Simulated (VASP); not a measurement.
# WSe2 (P-6m2) in VASP: further runs

WSe2 is run at these levels: PBE, r2SCAN; tasks: single point.

Everything below comes from runs of VASP 6.6.1. Logs are shortened: lines on timing, memory, paths and dates and some standing lists are left out, and cuts for length are marked.

### Step 1. The cell of the first run

It takes space group P-6m2 (No. 187, hexagonal). The conventional cell has a = 3.297 Å, b = 3.297 Å, c = 7.184 Å, α = 90.00°, β = 90.00°, γ = 120.00°. W (site symmetry -6m2) has 6 Se at 2.53 Å and 6 W at 3.30 Å within 3.3 Å. Se (site symmetry 3m) has 3 W at 2.53 Å and 6 Se at 3.30 Å within 3.3 Å.

### Step 2. Single point, PBE

The input, INCAR:

```
SYSTEM = WSe2
ALGO = Normal
EDIFF = 1E-7
ENCUT = 520
GGA = PE
ISIF = 2
ISMEAR = 0
LASPH = .True.
LCHARG = .True.
LELF = .True.
LREAL = .False.
LVHAR = .True.
LWAVE = .False.
NBANDS = 20
NELM = 60
PREC = Accurate
SIGMA = 0.01
```

The input, KPOINTS:

```
k-points
0
Gamma
  12 12 4
  0 0 0
```

The input, POSCAR:

```
WSe2
1.0
    3.2972128474      0.0000000000      0.0000000000
   -1.6486064237      2.8554700876      0.0000000000
    0.0000000000      0.0000000000      7.1842677688
W Se
1 2
Direct
    0.0000000000      0.0000000000      0.0000000000
    0.3333333333      0.6666666667      0.2319181014
    0.3333333333      0.6666666667      0.7680818986
```

Potentials or basis: VASP PAW PBE potentials, release 64 (W_sv, Se).

On the command line:

```bash
> cat potpaw_PBE.64/W_sv/POTCAR potpaw_PBE.64/Se/POTCAR > POTCAR
> mpirun -np 1 vasp_std > vasp.out
```

OUTCAR:

```text
SYSTEM = WSe2
   EDIFF = 1E-7
   ENCUT = 520
   GGA = PE
   ISIF = 2
   ISMEAR = 0
   LASPH = .True.
   LREAL = .False.
   NELM = 60
   PREC = Accurate

 ion  position               nearest neighbor table
   1  0.000  0.000  0.000-   2 2.53   3 2.53   2 2.53   3 2.53   2 2.53   3 2.53
   2  0.333  0.667  0.232-   1 2.53   1 2.53   1 2.53
   3  0.333  0.667  0.768-   1 2.53   1 2.53   1 2.53

  LATTYP: Found a hexagonal cell.
 ALAT       =     3.2972128474
 C/A-ratio  =     2.1788911124

  Lattice vectors:

 A1 = (   3.2972128474,   0.0000000000,   0.0000000000)
 A2 = (  -1.6486064237,   2.8554700876,   0.0000000000)
 A3 = (   0.0000000000,   0.0000000000,   7.1842677688)

Analysis of symmetry for initial positions (statically):
=====================================================================
 Subroutine PRICEL returns:
 Original cell was already a primitive cell.

 Routine SETGRP: Setting up the symmetry group for a
 hexagonal supercell.

 Subroutine GETGRP returns: Found 12 space group operations
 (whereof 12 operations were pure point group operations)
 out of a pool of 24 trial point group operations.

The static configuration has the point symmetry D_3h.

Analysis of symmetry for dynamics (positions and initial velocities):
=====================================================================
 Subroutine PRICEL returns:
 Original cell was already a primitive cell.

 Routine SETGRP: Setting up the symmetry group for a
 hexagonal supercell.

 Subroutine GETGRP returns: Found 12 space group operations
 (whereof 12 operations were pure point group operations)
 out of a pool of 24 trial point group operations.

The dynamic configuration has the point symmetry D_3h.

 Subroutine INISYM returns: Found 12 space group operations
 (whereof 12 operations are pure point group operations),
 and found     1 'primitive' translations

----------------------------------------------------------------------------------------

                                     Primitive cell

  volume of cell :      67.6405

  direct lattice vectors                    reciprocal lattice vectors
     3.297212847  0.000000000  0.000000000     0.303286456  0.175102517  0.000000000
    -1.648606424  2.855470088  0.000000000     0.000000000  0.350205034  0.000000000
     0.000000000  0.000000000  7.184267769     0.000000000  0.000000000  0.139193030

  length of vectors
     3.297212847  3.297212847  7.184267769     0.350205034  0.350205034  0.139193030

  position of ions in fractional coordinates (direct lattice)
     0.000000000  0.000000000  0.000000000
     0.333333333  0.666666667  0.231918101
     0.333333333  0.666666667  0.768081899

  ion indices of the primitive-cell ions
   primitive index   ion index
                 1           1
                 2           2
                 3           3

----------------------------------------------------------------------------------------

 KPOINTS: k-points

Automatic generation of k-mesh.
 Grid dimensions read from file:
 generate k-points for:   12   12    4

 Generating k-lattice:

  Cartesian coordinates                     Fractional coordinates (reciprocal lattice)
     0.025273871  0.014591876  0.000000000     0.083333333  0.000000000  0.000000000
     0.000000000  0.029183753  0.000000000     0.000000000  0.083333333  0.000000000
     0.000000000  0.000000000  0.034798258     0.000000000  0.000000000  0.250000000

  Length of vectors
     0.029183753  0.029183753  0.034798258

  Shift w.r.t. Gamma in fractional coordinates (k-lattice)
     0.000000000  0.000000000  0.000000000

 Subroutine IBZKPT returns following result:
 ===========================================

 Found     57 irreducible k-points:

 Following reciprocal coordinates:
            Coordinates               Weight
  0.000000  0.000000  0.000000      1.000000
  0.083333  0.000000  0.000000      6.000000
  0.166667  0.000000  0.000000      6.000000
  0.250000  0.000000  0.000000      6.000000
  0.333333  0.000000  0.000000      6.000000
  0.416667  0.000000  0.000000      6.000000
[... 16 lines left out ...]
  0.250000  0.000000  0.250000     12.000000
  0.333333  0.000000  0.250000     12.000000
 [... further k-points ...]
   k-points           NKPTS =     57   k-points in BZ     NKDIM =     57   number of bands    NBANDS=     20
   number of dos      NEDOS =    301   number of ions     NIONS =      3
   total plane-waves  NPLWV =  42336
   dimension x,y,z NGX =    28 NGY =   28 NGZ =   54
   dimension x,y,z NGXF=    56 NGYF=   56 NGZF=  108
   ions per type =               1   2
   NGX,Y,Z   is equivalent  to a cutoff of  14.12, 14.12, 12.50 a.u.
   NGXF,Y,Z  is equivalent  to a cutoff of  28.24, 28.24, 24.99 a.u.
 SYSTEM =  WSe2
   PREC   = accura    normal or accurate (medium, high low for compatibility)
   ISTART =      0    job   : 0-new  1-cont  2-samecut
   ICHARG =      2    charge: 1-file 2-atom 10-const
   ISPIN  =      1    spin polarized calculation?
   LNONCOLLINEAR =      F non collinear calculations
   LSORBIT =      F    spin-orbit coupling
   LASPH  =      T    aspherical Exc in radial PAW
   ENCUT  =  520.0 eV  38.22 Ry    6.18 a.u.   6.13  6.13 13.36*2*pi/ulx,y,z
   NELM   =     60;   NELMIN=  2; NELMDL= -5     # of ELM steps
   EDIFF  = 0.1E-06   stopping-criterion for ELM
   LREAL  =      F    real-space projection
   EDIFFG = 0.1E-05   stopping-criterion for IOM
   NSW    =      0    number of steps for IOM
   IBRION =     -1    ionic relax: 0-MD 1-quasi-New 2-CG
   NFREE  =      0    steps in history (QN), initial steepest desc. (CG)
   ISIF   =      2    stress and relaxation
   ISYM   =      2    0-nonsym 1-usesym 2-fastsym
   POTIM  = 0.5000    time-step for ionic-motion
   TEBEG  =    0.0;   TEEND  =   0.0 temperature during run
   PSTRESS=    0.0 pullay stress
   NELECT =      26.0000    total number of electrons
   NUPDOWN=      -1.0000    fix difference up-down
   EMIN   =  10.00;   EMAX   =-10.00  energy-range for DOS
   EFERMI =   0.00;   METHOD = LEGACY
   ISMEAR =     0;   SIGMA  =   0.01  broadening in eV -4-tet -1-fermi 0-gaus
   EFERMI_NEDOS =   21; number of points for ismear=-14 and -15
   IALGO  =     38    algorithm
   IMIX   =      4    mixing-type and parameters
     AMIX     =   0.40;   BMIX     =  1.00
     AMIX_MAG =   1.60;   BMIX_MAG =  1.00
  volume/ion in A,a.u.               =      22.55       152.15
  Fermi-wavevector in a.u.,A,eV,Ry     =   1.190320  2.249378 19.277560  1.416861
  Thomas-Fermi vector in A             =   2.326407
   LORBIT       =      0    0 simple, 1 ext, 2 COOP (PROOUT), +10 PAW based schemes
   GGA     = PE    functional components
   LHFCALC =     F    Hartree Fock is set to
   AEXX    =    0.0000 exact exchange contribution
   IVDW    =     0    specifies the selected vdW correction
   LEPSILON=     F    determine dielectric tensor
   LRPA    =     F    only Hartree local field effects (RPA)
 non-spin polarized calculation
 Gauss-broadening in eV      SIGMA  =   0.01
  energy-cutoff  :      520.00
  volume of cell :       67.64
 maximum number of plane-waves:      1848
 NGX is ok and might be reduce to    28
   NGX = 13   NGY = 13   NGZ = 27

 number of electron      25.9999999 magnetization

 Free energy of the ion-electron system (eV)
  ---------------------------------------------------
  ext. energy  EPLUGINS =         0.00000000
  ---------------------------------------------------
  free energy    TOTEN  =       -21.58675261 eV

  energy without entropy =      -21.58675261  energy(sigma->0) =      -21.58675261

 E-fermi :   5.1303     XC(G=0):  -9.9729

 val. band max:        4.9234756481   @ k =   0.0000   0.0000   0.5000
 cond. band min:       6.2958420794   @ k =   0.1667   0.1667   0.0000
 fundamental gap:      1.3723664314
 Fermi energy:         5.1302665199

 k-point     1 :       0.0000    0.0000    0.0000
  band No.  band energies     occupation
      1     -69.1756      2.00000
      2     -33.4196      2.00000
      3     -33.2995      2.00000
      4     -33.2995      2.00000
      5     -10.0014      2.00000
      6      -8.6201      2.00000
[... 12 lines left out ...]
     19      12.1258      0.00000
     20      13.2305      0.00000

 k-point     2 :       0.0833    0.0000    0.0000
  band No.  band energies     occupation
      1     -69.1749      2.00000
      2     -33.4166      2.00000
      3     -33.3150      2.00000
      4     -33.3032      2.00000
      5      -9.8973      2.00000
      6      -8.5697      2.00000
[... 12 lines left out ...]
     19      12.3483      0.00000
     20      13.8290      0.00000

 k-point     3 :       0.1667    0.0000    0.0000
  band No.  band energies     occupation
      1     -69.1731      2.00000
      2     -33.4085      2.00000
      3     -33.3571      2.00000
      4     -33.3131      2.00000
      5      -9.5988      2.00000
      6      -8.4257      2.00000
[... 12 lines left out ...]
     19      13.0381      0.00000
     20      13.8371      0.00000

 k-point     4 :       0.2500    0.0000    0.0000
  band No.  band energies     occupation
      1     -69.1706      2.00000
      2     -33.4140      2.00000
      3     -33.3975      2.00000
      4     -33.3265      2.00000
      5      -9.1499      2.00000
      6      -8.2116      2.00000
[... 12 lines left out ...]
     19      12.7012      0.00000
     20      13.7070      0.00000

 k-point     5 :       0.3333    0.0000    0.0000
  band No.  band energies     occupation
      1     -69.1681      2.00000
      2     -33.4704      2.00000
      3     -33.3864      2.00000
      4     -33.3400      2.00000
      5      -8.6338      2.00000
      6      -7.9724      2.00000
[... 12 lines left out ...]
     19      11.7048      0.00000
     20      12.9236      0.00000

 k-point     6 :       0.4167    0.0000    0.0000
  band No.  band energies     occupation
      1     -69.1663      2.00000
      2     -33.5113      2.00000
      3     -33.3782      2.00000
      4     -33.3498      2.00000
      5      -8.1916      2.00000
      6      -7.7767      2.00000
[... 12 lines left out ...]
     19      11.4455      0.00000
     20      12.5404      0.00000

 k-point     7 :       0.5000    0.0000    0.0000
  band No.  band energies     occupation
      1     -69.1656      2.00000
      2     -33.5261      2.00000
      3     -33.3753      2.00000
      4     -33.3533      2.00000
      5      -8.0100      2.00000
      6      -7.6996      2.00000
[... 12 lines left out ...]
     19      11.4765      0.00000
     20      12.4574      0.00000
[... 277 lines left out ...]
 k-point    20 :       0.0000    0.0000    0.2500
  band No.  band energies     occupation
      1     -69.1756      2.00000
      2     -33.4196      2.00000
      3     -33.2995      2.00000
      4     -33.2995      2.00000
      5      -9.9706      2.00000
      6      -8.6769      2.00000
[... 12 lines left out ...]
     19      12.2442      0.00000
     20      13.1024      0.00000

 k-point    21 :       0.0833    0.0000    0.2500
  band No.  band energies     occupation
      1     -69.1750      2.00000
      2     -33.4166      2.00000
      3     -33.3150      2.00000
      4     -33.3032      2.00000
      5      -9.8664      2.00000
      6      -8.6254      2.00000
[... 12 lines left out ...]
     19      12.4364      0.00000
     20      13.6785      0.00000

 k-point    22 :       0.1667    0.0000    0.2500
  band No.  band energies     occupation
      1     -69.1731      2.00000
      2     -33.4085      2.00000
      3     -33.3571      2.00000
      4     -33.3131      2.00000
      5      -9.5677      2.00000
      6      -8.4780      2.00000
[... 12 lines left out ...]
     19      12.9578      0.00000
     20      13.9246      0.00000

 k-point    23 :       0.2500    0.0000    0.2500
  band No.  band energies     occupation
      1     -69.1706      2.00000
      2     -33.4140      2.00000
      3     -33.3975      2.00000
      4     -33.3265      2.00000
      5      -9.1188      2.00000
      6      -8.2588      2.00000
[... 12 lines left out ...]
     19      12.6953      0.00000
     20      13.5774      0.00000

 k-point    24 :       0.3333    0.0000    0.2500
  band No.  band energies     occupation
      1     -69.1681      2.00000
      2     -33.4704      2.00000
      3     -33.3864      2.00000
      4     -33.3400      2.00000
      5      -8.6036      2.00000
      6      -8.0135      2.00000
[... 12 lines left out ...]
     19      11.9926      0.00000
     20      12.8620      0.00000

 [... further k-points ...]
[... 5 lines left out ...]
  --------------------------------------------------------------------------------------
  -------------------------------------------------------------------------------------
  Total        1.2021934      1.2021934      1.8005449      0.0000000      0.0000000      0.0000000
  in kB       28.4759235     28.4759235     42.6488600      0.0000000      0.0000000      0.0000000
  external PRESSURE =      33.2002357 kB  Pullay stress =       0.0000000 kB

 VOLUME and BASIS-vectors are now :
 -----------------------------------------------------------------------------
  energy-cutoff  :      520.00
  volume of cell :       67.64
      direct lattice vectors                 reciprocal lattice vectors
     3.297212847  0.000000000  0.000000000     0.303286456  0.175102517  0.000000000
    -1.648606424  2.855470088  0.000000000     0.000000000  0.350205034  0.000000000
     0.000000000  0.000000000  7.184267769     0.000000000  0.000000000  0.139193030

 POSITION                                       TOTAL-FORCE (eV/Angst)
 -----------------------------------------------------------------------------------
      0.00000      0.00000      0.00000         0.000000      0.000000      0.000000
     -0.00000      1.90365      1.66616         0.000000     -0.000000      0.342450
     -0.00000      1.90365      5.51811        -0.000000     -0.000000     -0.342450
 -----------------------------------------------------------------------------------
    total drift:                                0.000000     -0.000000     -0.000000

  FREE ENERGIE OF THE ION-ELECTRON SYSTEM (eV)
  ---------------------------------------------------
  free  energy   TOTEN  =       -21.5867526055 eV

  energy  without entropy=      -21.5867526055  energy(sigma->0) =      -21.58675261
```

It took 1.9 min on 1 thread of Intel Xeon Platinum 8375C at 2.90GHz (Ice Lake), shared host; peak memory 0.24 GiB.

What came out:

```
Free energy            : -21.5868 eV
Pressure               : 3.3 GPa
Largest force          : 0.342 eV/Å
Band gap on the k mesh : 1.37 eV, indirect (least direct gap 1.56 eV)
```

Forces in eV/Å, atoms in the order of the input:
```
W    0.000  0.000  0.000
Se   0.000  0.000  0.342
Se   0.000  0.000 -0.342
```

Levels at points of the mesh, in eV from the valence-band top:
| k point | band 10 | band 11 | band 12 | band 13 | band 14 | band 15 | band 16 | band 17 |
| --- | --- | --- | --- | --- | --- | --- | --- | --- |
| (0.00, 0.00, 0.00) | -1.54 | -1.31 | -1.31 | -0.74 | 2.93 | 2.93 | 3.06 | 3.06 |
| (0.50, 0.00, 0.00) | -3.08 | -1.88 | -1.22 | -1.04 | 2.35 | 2.59 | 3.95 | 4.05 |
| (0.00, 0.00, 0.50) | -2.46 | -1.33 | -1.33 | 0.00 | 2.87 | 2.87 | 3.14 | 3.14 |
| (0.50, 0.00, 0.50) | -3.11 | -2.56 | -0.98 | -0.93 | 2.36 | 2.81 | 3.33 | 4.30 |

Caveat: spin-orbit coupling is left out, which moves the levels of the heavy elements; this functional lacks dispersion, which binds the layers, so the pressure and a relaxed spacing across them are unreliable.

### Step 3. Single point, r2SCAN

POSCAR is that of step 2.

The input, INCAR.step1:

```
SYSTEM = WSe2
ALGO     = Normal         ! electronic algorithm
EDIFF    = 1E-4           ! SCF threshold, eV
ENCUT    = 520            ! plane-wave cutoff, eV
GGA      = PE             ! functional
ISMEAR   = 0              ! smearing method
LASPH    = .True.         ! aspherical terms in the spheres
LCHARG   = .False.        ! write CHGCAR
LREAL    = .False.        ! projectors in reciprocal space
LWAVE    = .True.         ! write WAVECAR
NBANDS   = 20             ! bands
NELM     = 80             ! most SCF steps
PREC     = Accurate       ! precision mode
SIGMA    = 0.01           ! smearing width, eV
```

The input, INCAR.step2:

```
SYSTEM = WSe2
ALGO     = Normal         ! electronic algorithm
EDIFF    = 1E-6           ! SCF threshold, eV
ENCUT    = 520            ! plane-wave cutoff, eV
ISIF     = 2              ! what is computed and relaxed
ISMEAR   = 0              ! smearing method
ISTART   = 1            
LASPH    = .True.         ! aspherical terms in the spheres
LCHARG   = .False.        ! write CHGCAR
LMIXTAU  = .True.       
LREAL    = .False.        ! projectors in reciprocal space
LWAVE    = .False.        ! write WAVECAR
METAGGA  = R2SCAN         ! meta-GGA
NBANDS   = 20             ! bands
NELM     = 80             ! most SCF steps
PREC     = Accurate       ! precision mode
SIGMA    = 0.01           ! smearing width, eV
```

KPOINTS is that of step 2.

Potentials or basis: VASP PAW PBE potentials, release 64 (W_sv, Se).

On the command line:

```bash
> cat potpaw_PBE.64/W_sv/POTCAR potpaw_PBE.64/Se/POTCAR > POTCAR
> cp INCAR.step1 INCAR
> mpirun -np 1 vasp_std > vasp.out
> cp INCAR.step2 INCAR
> mpirun -np 1 vasp_std > vasp.out
```

Run time: 6.2 min. Hardware: 1 thread of Intel Xeon Platinum 8375C at 2.90GHz (Ice Lake), shared host; peak memory 0.25 GiB.

It converged, with:

| Item | Value |
| --- | --- |
| Free energy | -81.7524 eV |
| Pressure | 1.5 GPa |
| Largest force | 0.022 eV/Å |
| Band gap on the k mesh | 1.49 eV, indirect (least direct gap 1.67 eV) |

Forces in eV/Å, atoms in the order of the input:
```
W    0.000  0.000  0.000
Se   0.000  0.000  0.022
Se   0.000  0.000 -0.022
```

Stress tensor (GPa, compression positive):
```
1.51 0.00 0.00
0.00 1.51 0.00
0.00 0.00 1.33
```

Levels at points of the mesh, in eV from the valence-band top:
| k point | band 10 | band 11 | band 12 | band 13 | band 14 | band 15 | band 16 | band 17 |
| --- | --- | --- | --- | --- | --- | --- | --- | --- |
| (0.00, 0.00, 0.00) | -1.68 | -1.43 | -1.43 | -0.75 | 3.07 | 3.07 | 3.17 | 3.17 |
| (0.50, 0.00, 0.00) | -3.27 | -2.03 | -1.28 | -1.18 | 2.47 | 2.72 | 4.27 | 4.35 |
| (0.00, 0.00, 0.50) | -2.61 | -1.44 | -1.44 | 0.00 | 3.01 | 3.01 | 3.25 | 3.25 |
| (0.50, 0.00, 0.50) | -3.29 | -2.72 | -1.12 | -0.99 | 2.48 | 2.94 | 3.61 | 4.48 |

Caveat: the PAW data sets were made with another functional, which shifts forces and pressure a little; spin-orbit coupling is left out, which moves the levels of the heavy elements.
